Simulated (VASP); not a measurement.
# ZnGeP2 (I-42d) in VASP: single point with PBEsol

Aim: the single point of ZnGeP2 with PBEsol.

Everything below comes from runs of VASP 6.6.1. Logs are shortened: lines on timing, memory, paths and dates and some standing lists are left out, and cuts for length are marked.

## 1. The cell of the first run

The structure is tetragonal, space group I-42d (No. 122). Conventional cell: a = 5.424 Å, b = 5.424 Å, c = 10.709 Å, α = 90.00°, β = 90.00°, γ = 90.00°. Within 3.1 Å of Zn (site symmetry -4) lie 4 P at 2.34 Å. Within 3.1 Å of Ge (site symmetry -4) lie 4 P at 2.33 Å. P (site symmetry 2) has 2 Ge at 2.33 Å and 2 Zn at 2.34 Å within 3.1 Å.

## 2. Single point, PBEsol

INCAR reads:

```
SYSTEM = ZnGeP2
PREC     = Accurate       ! precision mode
ENCUT    = 500            ! plane-wave cutoff, eV
EDIFF    = 1E-6           ! SCF threshold, eV
ISMEAR   = -1             ! smearing method
SIGMA    = 0.05           ! smearing width, eV
LREAL    = .False.        ! projectors in reciprocal space
LASPH    = .True.         ! aspherical terms in the spheres
NELM     = 120            ! most SCF steps
ALGO     = Normal         ! electronic algorithm
ISIF     = 2              ! what is computed and relaxed
LWAVE    = .False.        ! write WAVECAR
LCHARG   = .True.         ! write CHGCAR
GGA      = PS             ! functional
LELF     = .True.         ! ELF
LVHAR    = .True.       
NBANDS   = 46             ! bands
GGA_COMPAT= .False.
```

KPOINTS reads:

```
regular mesh
0
Gamma
  6 6 6
  0 0 0
```

POSCAR reads:

```
ZnGeP2
1.0
   -2.7121040000      2.7120730000      5.3542640000
    2.7120730000     -2.7121040000      5.3542640000
    2.7120590000      2.7120590000     -5.3542790000
Zn Ge P
2 2 4
Direct
    0.0000000000      0.0000000000      0.0000000000
    0.7499990000      0.2499990000      0.5000000000
    0.4999990000      0.4999990000      0.0000000000
    0.2499990000      0.7499990000      0.5000000000
    0.3750000000      0.3766520000      0.5016500000
    0.8750010000      0.8733500000      0.4983480000
    0.1266520000      0.6250000000      0.0016500000
    0.6233500000      0.1250010000      0.9983480000
```

Potentials or basis: VASP PAW PBE potentials, release 64 (Zn, Ge_d, P).

Run with:

```
$ cat potpaw_PBE.64/Zn/POTCAR potpaw_PBE.64/Ge_d/POTCAR potpaw_PBE.64/P/POTCAR > POTCAR
$ mpirun -np 1 vasp_std > vasp.out
```

OUTCAR:

```text
SYSTEM = ZnGeP2
   PREC = Accurate
   ENCUT = 500
   EDIFF = 1E-6
   ISMEAR = -1
   LREAL = .False.
   LASPH = .True.
   NELM = 120
   ISIF = 2
   GGA = PS

 ion  position               nearest neighbor table
   1  0.000  0.000  0.000-   5 2.34   8 2.34   6 2.34   7 2.34
   2  0.750  0.250  0.500-   7 2.34   6 2.34   5 2.34   8 2.34
   3  0.500  0.500  0.000-   6 2.33   7 2.33   8 2.33   5 2.33
   4  0.250  0.750  0.500-   8 2.33   5 2.33   6 2.33   7 2.33
   5  0.375  0.377  0.502-   4 2.33   3 2.33   1 2.34   2 2.34
   6  0.875  0.873  0.498-   3 2.33   4 2.33   2 2.34   1 2.34
   7  0.127  0.625  0.002-   3 2.33   4 2.33   2 2.34   1 2.34
   8  0.623  0.125  0.998-   4 2.33   3 2.33   1 2.34   2 2.34

  LATTYP: Found a face centered orthorhombic cell.
 ALAT       =     7.6708173990
 B/A-ratio  =     1.0000165926
 C/A-ratio  =     1.3960087228

  Lattice vectors:

 A1 = (   2.7121040000,  -2.7120730000,  -5.3542640000)
 A2 = (   2.7120590000,   2.7120590000,  -5.3542790000)
 A3 = (   5.4241320000,  -0.0000450000,  -0.0000150000)

Analysis of symmetry for initial positions (statically):
=====================================================================
 Subroutine PRICEL returns:
 Original cell was already a primitive cell.

 Routine SETGRP: Setting up the symmetry group for a
 face centered orthorhombic supercell.

 Subroutine GETGRP returns: Found  4 space group operations
 (whereof  2 operations were pure point group operations)
 out of a pool of  8 trial point group operations.

The static configuration has the point symmetry C_2 .
 The point group associated with its full space group is C_2v.

Analysis of symmetry for dynamics (positions and initial velocities):
=====================================================================
 Subroutine PRICEL returns:
 Original cell was already a primitive cell.

 Routine SETGRP: Setting up the symmetry group for a
 face centered orthorhombic supercell.

 Subroutine GETGRP returns: Found  4 space group operations
 (whereof  2 operations were pure point group operations)
 out of a pool of  8 trial point group operations.

The dynamic configuration has the point symmetry C_2 .
 The point group associated with its full space group is C_2v.

 Subroutine INISYM returns: Found  4 space group operations
 (whereof  2 operations are pure point group operations),
 and found     1 'primitive' translations

----------------------------------------------------------------------------------------

                                     Primitive cell

  volume of cell :     157.5289

  direct lattice vectors                    reciprocal lattice vectors
    -2.712104000  2.712073000  5.354264000     0.000001788  0.184361553  0.093384050
     2.712073000 -2.712104000  5.354264000     0.184361553  0.000001788  0.093384050
     2.712059000  2.712059000 -5.354279000     0.184362825  0.184362825  0.000001067

  length of vectors
     6.586272925  6.586272925  6.586260825     0.206663405  0.206663405  0.260728407

  position of ions in fractional coordinates (direct lattice)
     0.000000000  0.000000000  0.000000000
     0.749999000  0.249999000  0.500000000
     0.499999000  0.499999000  1.000000000
     0.249999000  0.749999000  0.500000000
     0.375000000  0.376652000  0.501650000
     0.875001000  0.873350000  0.498348000
     0.126652000  0.625000000  0.001650000
     0.623350000  0.125001000  0.998348000

  ion indices of the primitive-cell ions
   primitive index   ion index
                 1           1
                 2           2
                 3           3
                 4           4
                 5           5
                 6           6
                 7           7
                 8           8

----------------------------------------------------------------------------------------

 KPOINTS: regular mesh

Automatic generation of k-mesh.
 Grid dimensions read from file:
 generate k-points for:    6    6    6

 Generating k-lattice:

  Cartesian coordinates                     Fractional coordinates (reciprocal lattice)
     0.000000298  0.030726926  0.015564008     0.166666667  0.000000000  0.000000000
     0.030726926  0.000000298  0.015564008     0.000000000  0.166666667  0.000000000
     0.030727137  0.030727137  0.000000178    -0.000000000 -0.000000000  0.166666667

  Length of vectors
     0.034443901  0.034443901  0.043454734

  Shift w.r.t. Gamma in fractional coordinates (k-lattice)
     0.000000000  0.000000000  0.000000000

 Subroutine IBZKPT returns following result:
 ===========================================

 Found     46 irreducible k-points:

 Following reciprocal coordinates:
            Coordinates               Weight
  0.000000  0.000000  0.000000      1.000000
  0.166667  0.000000  0.000000      8.000000
  0.333333  0.000000  0.000000      8.000000
  0.500000  0.000000  0.000000      4.000000
  0.166667  0.166667  0.000000      4.000000
  0.333333  0.166667  0.000000      8.000000
[... 16 lines left out ...]
  0.333333  0.333333  0.166667      2.000000
 -0.333333  0.333333  0.166667      4.000000
 [... further k-points ...]
   k-points           NKPTS =     46   k-points in BZ     NKDIM =     46   number of bands    NBANDS=     46
   number of dos      NEDOS =    301   number of ions     NIONS =      8
   total plane-waves  NPLWV = 110592
   dimension x,y,z NGX =    48 NGY =   48 NGZ =   48
   dimension x,y,z NGXF=    96 NGYF=   96 NGZF=   96
   ions per type =               2   2   4
   NGX,Y,Z   is equivalent  to a cutoff of  12.12, 12.12, 12.12 a.u.
   NGXF,Y,Z  is equivalent  to a cutoff of  24.23, 24.23, 24.23 a.u.
 SYSTEM =  ZnGeP2
   PREC   = accura    normal or accurate (medium, high low for compatibility)
   ISTART =      0    job   : 0-new  1-cont  2-samecut
   ICHARG =      2    charge: 1-file 2-atom 10-const
   ISPIN  =      1    spin polarized calculation?
   LNONCOLLINEAR =      F non collinear calculations
   LSORBIT =      F    spin-orbit coupling
   LASPH  =      T    aspherical Exc in radial PAW
   ENCUT  =  500.0 eV  36.75 Ry    6.06 a.u.  12.01 12.01 12.01*2*pi/ulx,y,z
   NELM   =    120;   NELMIN=  2; NELMDL= -5     # of ELM steps
   EDIFF  = 0.1E-05   stopping-criterion for ELM
   LREAL  =      F    real-space projection
   EDIFFG = 0.1E-04   stopping-criterion for IOM
   NSW    =      0    number of steps for IOM
   IBRION =     -1    ionic relax: 0-MD 1-quasi-New 2-CG
   NFREE  =      0    steps in history (QN), initial steepest desc. (CG)
   ISIF   =      2    stress and relaxation
   ISYM   =      2    0-nonsym 1-usesym 2-fastsym
   POTIM  = 0.5000    time-step for ionic-motion
   TEBEG  =    0.0;   TEEND  =   0.0 temperature during run
   PSTRESS=    0.0 pullay stress
   NELECT =      72.0000    total number of electrons
   NUPDOWN=      -1.0000    fix difference up-down
   EMIN   =  10.00;   EMAX   =-10.00  energy-range for DOS
   EFERMI =   0.00;   METHOD = LEGACY
   ISMEAR =    -1;   SIGMA  =   0.05  broadening in eV -4-tet -1-fermi 0-gaus
   EFERMI_NEDOS =   21; number of points for ismear=-14 and -15
   IALGO  =     38    algorithm
   IMIX   =      4    mixing-type and parameters
     AMIX     =   0.40;   BMIX     =  1.00
     AMIX_MAG =   1.60;   BMIX_MAG =  1.00
  volume/ion in A,a.u.               =      19.69       132.88
  Fermi-wavevector in a.u.,A,eV,Ry     =   1.261050  2.383039 21.636618  1.590247
  Thomas-Fermi vector in A             =   2.394529
   LORBIT       =      0    0 simple, 1 ext, 2 COOP (PROOUT), +10 PAW based schemes
   GGA     = PS    functional components
   LHFCALC =     F    Hartree Fock is set to
   AEXX    =    0.0000 exact exchange contribution
   IVDW    =     0    specifies the selected vdW correction
   LEPSILON=     F    determine dielectric tensor
   LRPA    =     F    only Hartree local field effects (RPA)
 non-spin polarized calculation
  energy-cutoff  :      500.00
  volume of cell :      157.53
 maximum number of plane-waves:      4026
   NGX = 25   NGY = 25   NGZ = 25

 number of electron      71.9999960 magnetization

 Free energy of the ion-electron system (eV)
  ---------------------------------------------------
  ext. energy  EPLUGINS =         0.00000000
  ---------------------------------------------------
  free energy    TOTEN  =       -37.75734833 eV

  energy without entropy =      -37.75734783  energy(sigma->0) =      -37.75734808

 E-fermi :   4.9452     XC(G=0): -10.1033

 val. band max:        4.4131758510   @ k =   0.0000   0.0000   0.0000
 cond. band min:       5.5381326703   @ k =   0.5000   0.5000   0.5000
 fundamental gap:      1.1249568193
 Fermi energy:         4.9452171149

 k-point     1 :       0.0000    0.0000    0.0000
  band No.  band energies     occupation
      1     -20.4019      2.00000
      2     -20.4005      2.00000
      3     -20.4005      2.00000
      4     -20.3956      2.00000
      5     -20.3895      2.00000
      6     -20.3895      2.00000
[... 38 lines left out ...]
     45       9.3540      0.00000
     46       9.3582      0.00000

 k-point     2 :       0.1667    0.0000    0.0000
  band No.  band energies     occupation
      1     -20.4020      2.00000
      2     -20.4006      2.00000
      3     -20.4001      2.00000
      4     -20.3957      2.00000
      5     -20.3902      2.00000
      6     -20.3892      2.00000
[... 38 lines left out ...]
     45       9.1780      0.00000
     46       9.8803      0.00000

 k-point     3 :       0.3333    0.0000    0.0000
  band No.  band energies     occupation
      1     -20.4020      2.00000
      2     -20.4009      2.00000
      3     -20.3992      2.00000
      4     -20.3955      2.00000
      5     -20.3920      2.00000
      6     -20.3887      2.00000
[... 38 lines left out ...]
     45       9.4177      0.00000
     46      10.0142      0.00000

 k-point     4 :       0.5000    0.0000    0.0000
  band No.  band energies     occupation
      1     -20.4019      2.00000
      2     -20.4012      2.00000
      3     -20.3987      2.00000
      4     -20.3946      2.00000
      5     -20.3937      2.00000
      6     -20.3884      2.00000
[... 920 lines left out ...]
     45       9.9164      0.00000
     46       9.9958      0.00000

 k-point    23 :       0.3333    0.3333    0.1667
  band No.  band energies     occupation
      1     -20.4010      2.00000
      2     -20.4010      2.00000
      3     -20.3953      2.00000
      4     -20.3952      2.00000
      5     -20.3934      2.00000
      6     -20.3934      2.00000
[... 38 lines left out ...]
     45       9.5495      0.00000
     46       9.5496      0.00000

 k-point    24 :      -0.3333    0.3333    0.1667
  band No.  band energies     occupation
      1     -20.4021      2.00000
      2     -20.4005      2.00000
      3     -20.3981      2.00000
      4     -20.3953      2.00000
      5     -20.3934      2.00000
      6     -20.3892      2.00000
[... 38 lines left out ...]
     45       9.7205      0.00000
     46       9.8789      0.00000

 [... further k-points ...]

------------------------ aborting loop because EDIFF is reached ----------------------------------------

  FORCE on cell =-STRESS in cart. coord.  units (eV):
  Direction    XX          YY          ZZ          XY          YZ          ZX
  --------------------------------------------------------------------------------------
  -------------------------------------------------------------------------------------
  Total        0.0584190      0.0584190      0.0605243      0.0007668     -0.0000003     -0.0000003
  in kB        0.5941613      0.5941613      0.6155742      0.0077992     -0.0000034     -0.0000034
  external PRESSURE =       0.6012989 kB  Pullay stress =       0.0000000 kB

 VOLUME and BASIS-vectors are now :
 -----------------------------------------------------------------------------
  energy-cutoff  :      500.00
  volume of cell :      157.53
      direct lattice vectors                 reciprocal lattice vectors
    -2.712104000  2.712073000  5.354264000     0.000001788  0.184361553  0.093384050
     2.712073000 -2.712104000  5.354264000     0.184361553  0.000001788  0.093384050
     2.712059000  2.712059000 -5.354279000     0.184362825  0.184362825  0.000001067

 POSITION                                       TOTAL-FORCE (eV/Angst)
 -----------------------------------------------------------------------------------
      0.00000      0.00000      0.00000        -0.000000     -0.000000      0.000046
     -0.00003      2.71206      2.67711        -0.000000     -0.000000      0.000046
     -0.00002     -0.00002      5.35425        -0.000000     -0.000000      0.000131
      2.71206     -0.00003      2.67711        -0.000000     -0.000000      0.000131
      1.36497      1.35601      1.33857         0.029744      0.000032     -0.000089
      1.34704      1.35600      6.69284        -0.029744     -0.000032     -0.000088
      1.35603     -1.34710      4.01571         0.000032      0.029744     -0.000089
      1.35600      4.05913     -1.33856        -0.000032     -0.029744     -0.000088
 -----------------------------------------------------------------------------------
    total drift:                               -0.000107     -0.000111     -0.000018

  FREE ENERGIE OF THE ION-ELECTRON SYSTEM (eV)
  ---------------------------------------------------
  free  energy   TOTEN  =       -37.7573483306 eV

  energy  without entropy=      -37.7573478276  energy(sigma->0) =      -37.75734808
```

Run time: 12 min. Hardware: 1 thread of Oxide Virtual Turin-like, shared host; peak memory 0.45 GiB.

What came out:

| Property | Result |
| --- | --- |
| Free energy | -37.7573 eV |
| Pressure | 0.1 GPa |
| Largest force | 0.030 eV/Å |
| Band gap on the k mesh | 1.12 eV (least direct gap 1.25 eV) |

Forces in eV/Å, atoms in the order of the input:
```
Zn   0.000  0.000  0.000
Zn   0.000  0.000  0.000
Ge   0.000  0.000  0.000
Ge   0.000  0.000  0.000
P    0.030  0.000  0.000
P   -0.030  0.000  0.000
P    0.000  0.030  0.000
P    0.000 -0.030  0.000
```

Caveat: the PAW data sets were made with another functional, which shifts forces and pressure a little.
